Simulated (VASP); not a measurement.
# In (Im-3m) in VASP: a series of runs, part 2 of 2

VASP 6.6.1. The steps go on from the part before.

## (4) Single point, PBEsol-based global hybrid

This run uses another cell than the first one, of 26.69 Å³/atom, 1.017 times its volume.

File POSCAR:

```
In
1.0
   -1.8825252400      1.8825252400      1.8825252400
    1.8825252400     -1.8825252400      1.8825252400
    1.8825252400      1.8825252400     -1.8825252400
In
1
Direct
    0.0000000000      0.0000000000      0.0000000000
```

File INCAR.step1:

```
SYSTEM = In
PREC = Accurate
ENCUT = 520
EDIFF = 1E-5
ISMEAR = -1
SIGMA = 0.05
LREAL = .FALSE.
LASPH = .TRUE.
NELM = 60
ALGO = Normal
ISIF = 2
LWAVE = .TRUE.
LCHARG = .FALSE.
GGA = PE
NBANDS = 12
```

File INCAR.step2:

```
SYSTEM = In
PREC = Accurate
ENCUT = 520
EDIFF = 1E-6
ISMEAR = -1
SIGMA = 0.05
LREAL = .FALSE.
LASPH = .TRUE.
NELM = 60
ALGO = Normal
ISIF = 2
LWAVE = .FALSE.
LCHARG = .FALSE.
GGA = PS
LHFCALC = .TRUE.
AEXX = 0.25
PRECFOCK = Normal
ISTART = 1
NBANDS = 12
```

File KPOINTS:

```
Automatic mesh
0
G
  5 5 5
  0 0 0
```

Potentials or basis: VASP PAW PBE potentials, release 64 (In_d).

Started as:

```
$ cat potpaw_PBE.64/In_d/POTCAR > POTCAR
$ cp INCAR.step1 INCAR
$ mpirun -np 1 vasp_std > vasp.out
$ cp INCAR.step2 INCAR
$ mpirun -np 1 vasp_std > vasp.out
```

OUTCAR:

```text
SYSTEM = In
   PREC = Accurate
   ENCUT = 520
   EDIFF = 1E-6
   ISMEAR = -1
   LREAL = .FALSE.
   LASPH = .TRUE.
   NELM = 60
   ISIF = 2
   GGA = PS
   LHFCALC = .TRUE.
   AEXX = 0.25
   PRECFOCK = Normal
   ISTART = 1

 ion  position               nearest neighbor table
   1  0.000  0.000  0.000-

  LATTYP: Found a body centered cubic cell.
 ALAT       =     3.7650504800

  Lattice vectors:

 A1 = (  -1.8825252400,   1.8825252400,   1.8825252400)
 A2 = (   1.8825252400,  -1.8825252400,   1.8825252400)
 A3 = (   1.8825252400,   1.8825252400,  -1.8825252400)

Analysis of symmetry for initial positions (statically):
=====================================================================
 Subroutine PRICEL returns:
 Original cell was already a primitive cell.

 Routine SETGRP: Setting up the symmetry group for a
 body centered cubic supercell.

 Subroutine GETGRP returns: Found 48 space group operations
 (whereof 48 operations were pure point group operations)
 out of a pool of 48 trial point group operations.

The static configuration has the point symmetry O_h .

[... 157 lines left out ...]
 k-point     1 :       0.0000    0.0000    0.0000
  band No.  band energies     occupation
      1      -9.9557      2.00000
      2      -9.9557      2.00000
      3      -9.9557      2.00000
      4      -9.6820      2.00000
      5      -9.6820      2.00000
      6      -3.9904      2.00000
      7      19.4115      0.00000
      8      19.4115      0.00000
      9      19.4115      0.00000
     10      21.2516      0.00000
     11      21.2516      0.00000
     12      21.2516      0.00000
[... 121 lines left out ...]
 k-point    10 :      -0.4000    0.4000    0.4000
  band No.  band energies     occupation
      1     -10.0228      2.00000
      2      -9.9898      2.00000
      3      -9.6086      2.00000
      4      -9.6086      2.00000
      5      -9.5904      2.00000
      6       4.3764      2.00000
      7       9.4891      0.00000
      8       9.4891      0.00000
      9      10.4467      0.00000
     10      13.4055      0.00000
     11      16.1694      0.00000
     12      27.0573      0.00000

------------------------ aborting loop because EDIFF is reached ----------------------------------------

  FORCE on cell =-STRESS in cart. coord.  units (eV):
  Direction    XX          YY          ZZ          XY          YZ          ZX
  --------------------------------------------------------------------------------------
  -------------------------------------------------------------------------------------
  Total       -0.3564576     -0.3564576     -0.3564576     -0.0000000      0.0000000     -0.0000000
  in kB      -21.4010954    -21.4010954    -21.4010954     -0.0000000      0.0000000     -0.0000000
  external PRESSURE =     -21.4010954 kB  Pullay stress =       0.0000000 kB

 VOLUME and BASIS-vectors are now :
 -----------------------------------------------------------------------------
  energy-cutoff  :      520.00
  volume of cell :       26.69
      direct lattice vectors                 reciprocal lattice vectors
    -1.882525240  1.882525240  1.882525240     0.000000000  0.265600689  0.265600689
     1.882525240 -1.882525240  1.882525240     0.265600689  0.000000000  0.265600689
     1.882525240  1.882525240 -1.882525240     0.265600689  0.265600689  0.000000000

 POSITION                                       TOTAL-FORCE (eV/Angst)
 -----------------------------------------------------------------------------------
      0.00000      0.00000      0.00000        -0.000000     -0.000000     -0.000000
 -----------------------------------------------------------------------------------
    total drift:                               -0.000000      0.000000      0.000000

  FREE ENERGIE OF THE ION-ELECTRON SYSTEM (eV)
  ---------------------------------------------------
  free  energy   TOTEN  =        -3.4536966644 eV

  energy  without entropy=       -3.4472704609  energy(sigma->0) =       -3.45048356
```

It took 8 min on 1 thread of AMD EPYC 7R13, shared host; peak memory 0.12 GiB.

Results:

```
Free energy : -3.4537 eV
Pressure    : -2.1 GPa
```

Caveat: the k points lie up to 0.47 Å⁻¹ apart; the PAW data sets were made with another functional, which shifts forces and pressure a little; spin-orbit coupling is left out, which moves the levels of the heavy elements.

## (5) Single point, B3LYP

This run uses another cell than the first one, of 26.69 Å³/atom, 1.017 times its volume.

POSCAR is that of step 4.

File INCAR.step1:

```
ALGO = Normal
EDIFF = 1E-5
ENCUT = 520
GGA = PE
ISIF = 2
ISMEAR = -1
LASPH = T
LCHARG = F
LREAL = F
LWAVE = T
NBANDS = 12
NELM = 100
PREC = Accurate
SIGMA = 0.05
```

File INCAR.step2:

```
AEXX = 0.2
AGGAC = 0.81
AGGAX = 0.72
ALDAC = 0.19
ALGO = Normal
EDIFF = 1E-6
ENCUT = 520
GGA = B3
ISIF = 2
ISMEAR = -1
ISTART = 1
LASPH = T
LCHARG = F
LHFCALC = T
LREAL = F
LWAVE = F
NBANDS = 12
NELM = 100
PREC = Accurate
PRECFOCK = Normal
SIGMA = 0.05
```

File KPOINTS:

```
k-points
0
Gamma
  5 5 5
```

Started as:

```
$ cat potpaw_PBE.64/In_d/POTCAR > POTCAR
$ cp INCAR.step1 INCAR
$ mpirun -np 1 vasp_std > vasp.out
$ cp INCAR.step2 INCAR
$ mpirun -np 1 vasp_std > vasp.out
```

Wall time 8.1 min (1 thread of AMD EPYC 7R13, shared host); peak memory 0.12 GiB.

It converged, with:

- Free energy: -2.3554 eV
- Pressure: 3.4 GPa

Levels at points of the mesh, in eV from the Fermi level:
| k point | band 3 | band 4 | band 5 | band 6 | band 7 | band 8 | band 9 | band 10 |
| --- | --- | --- | --- | --- | --- | --- | --- | --- |
| (0.00, 0.00, 0.00) | -16.79 | -16.52 | -16.52 | -10.82 | 11.69 | 11.69 | 11.69 | 14.10 |

Caveat: the k points lie up to 0.47 Å⁻¹ apart; the PAW data sets were made with another functional, which shifts forces and pressure a little; spin-orbit coupling is left out, which moves the levels of the heavy elements.

## (6) Single point, r2SCAN (volume scaled by 0.94)

File POSCAR:

```
In
1.0
   -1.8440955744      1.8440955744      1.8440955744
    1.8440955744     -1.8440955744      1.8440955744
    1.8440955744      1.8440955744     -1.8440955744
In
1
Direct
    0.0000000000      0.0000000000      0.0000000000
```

File INCAR.step1:

```
SYSTEM = In
ALGO = Normal ; EDIFF = 1E-5
ENCUT = 550 ; GGA = PE
GGA_COMPAT = .False. ; ISMEAR = -1
LASPH = .True. ; LCHARG = .False.
LREAL = .False. ; LWAVE = .True.
NBANDS = 12 ; NELM = 120
PREC = Accurate ; SIGMA = 0.05
```

File INCAR.step2:

```
SYSTEM = In
ALGO = Normal ; EDIFF = 1E-6
ENCUT = 550 ; GGA_COMPAT = .False.
ISIF = 2 ; ISMEAR = -1
ISTART = 1 ; LASPH = .True.
LCHARG = .False. ; LMIXTAU = .True.
LREAL = .False. ; LWAVE = .False.
METAGGA = R2SCAN ; NBANDS = 12
NELM = 120 ; PREC = Accurate
SIGMA = 0.05
```

File KPOINTS:

```
k-points
0
Gamma
  10 10 10
  0 0 0
```

Potentials or basis: VASP PAW PBE potentials, release 64 (In_d).

Started as:

```
$ cat potpaw_PBE.64/In_d/POTCAR > POTCAR
$ cp INCAR.step1 INCAR
$ mpirun -np 1 vasp_std > vasp.out
$ cp INCAR.step2 INCAR
$ mpirun -np 1 vasp_std > vasp.out
```

Run time: 26 s. Hardware: 1 thread of Intel Xeon 6975P-C, shared host; peak memory 0.15 GiB.

Results (log left out):

| Property | Result |
| --- | --- |
| Free energy | -22.5460 eV |
| Pressure | 2.6 GPa |

Levels at points of the mesh, in eV from the Fermi level:
```tsv
k point	band 3	band 4	band 5	band 6	band 7	band 8	band 9	band 10
(0.00, 0.00, 0.00)	-15.29	-14.96	-14.96	-10.29	12.33	12.33	12.33	13.95
(0.50, 0.00, 0.00)	-14.98	-14.96	-14.75	-3.98	-3.54	6.49	8.03	10.82
(0.50, 0.50, 0.50)	-14.81	-14.81	-14.81	1.33	1.33	1.33	1.73	5.68
```

Caveat: the cell differs from its parent crystal (volume scaled by 0.94); the PAW data sets were made with another functional, which shifts forces and pressure a little; spin-orbit coupling is left out, which moves the levels of the heavy elements.

## (7) Overview

| level | cell | k mesh | cutoff (eV) | grid for exact exchange (PRECFOCK) | share of exact exchange | gap on the mesh (eV) | pressure (GPa) |
| --- | --- | --- | --- | --- | --- | --- | --- |
| PBE0 | a = 3.242 Å, angles 109.5°, 1 atom | 5 × 5 × 5 | 520 | Normal | - | none | -0.3 |
| PBE0 | a = 3.261 Å, angles 109.5°, 1 atom | 5 × 5 × 5 | 520 | Normal | - | none | -0.2 |
| PBEsol-based global hybrid | a = 3.261 Å, angles 109.5°, 1 atom | 5 × 5 × 5 | 520 | Normal | 0.25 | none | -2.1 |
| B3LYP | a = 3.261 Å, angles 109.5°, 1 atom | 5 × 5 × 5 | 520 | Normal | - | none | 3.4 |
| r2SCAN | a = 3.194 Å, angles 109.5°, 1 atom | 10 × 10 × 10 | 550 | - | - | none | 2.6 |

Alike in all rows: task single point; potentials or basis VASP PAW PBE potentials, release 64 (In_d); no spin polarisation; smearing fermi-dirac 0.05 eV.

Caveats: some runs use coarse meshes; the PAW data sets were made with another functional, which shifts forces and pressure a little; spin-orbit coupling is left out, which moves the levels of the heavy elements.

Absolute energies hang on the potentials; compare differences alone.
